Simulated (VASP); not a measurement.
Write the native input for VASP 6.6.1 that does the following.

* Task: single point
* Functional: r2SCAN
* Potentials or basis: VASP PAW PBE potentials, release 64 (K_sv)
* Cutoff: 520 eV
* k mesh: 12 × 12 × 12
* Occupations: gaussian, width 0.15 eV
* Spin: no spin polarisation
* Dipole correction: no
* Further INCAR settings: ALGO = Normal; EDIFF = 1e-06; NBANDS = 10

K:

```
CELL_PARAMETERS angstrom
4.52568 -0.90514 -0.90514
-0.90514 4.52568 -0.90514
-0.90514 -0.90514 4.52568
ATOMIC_POSITIONS crystal
K 0.00000 0.00000 0.00000
```

This cell differs from its parent crystal: ratio of the length along [111] to the lengths across it x 0.5, volume and fractional coordinates fixed.

The input as run:

POSCAR

```
K
1.0
    4.5256778731     -0.9051355746     -0.9051355746
   -0.9051355746      4.5256778731     -0.9051355746
   -0.9051355746     -0.9051355746      4.5256778731
K
1
Direct
    0.0000000000      0.0000000000      0.0000000000
```

INCAR.step1

```
PREC = Accurate
ENCUT = 520
ISMEAR = 0
SIGMA = 0.15
LREAL = F
LASPH = T
NELM = 60
NBANDS = 10
GGA = PE
ALGO = Normal
EDIFF = 1E-4
LWAVE = T
LCHARG = F
```

INCAR.step2

```
PREC = Accurate
ENCUT = 520
EDIFF = 1E-6
ISMEAR = 0
SIGMA = 0.15
LREAL = F
LASPH = T
NELM = 60
ALGO = Normal
ISIF = 2
LWAVE = F
LCHARG = F
METAGGA = R2SCAN
LMIXTAU = T
NBANDS = 10
ISTART = 1
```

KPOINTS

```
regular mesh
0
Gamma
  12 12 12
```

Potentials or basis: VASP PAW PBE potentials, release 64 (K_sv).

The run is started by

```bash
$ cat potpaw_PBE.64/K_sv/POTCAR > POTCAR
$ cp INCAR.step1 INCAR
$ mpirun -np 1 vasp_std > vasp.out
$ cp INCAR.step2 INCAR
$ mpirun -np 1 vasp_std > vasp.out
```

Results of the run:

| Quantity | Value |
| --- | --- |
| Pressure | -0.2 GPa |

Caveat: the PAW data sets were made with another functional, which shifts forces and pressure a little.

It took 5.1 min on 1 thread of Oxide Virtual Turin-like Processor, with other jobs on the host, peak memory 0.2 GiB.
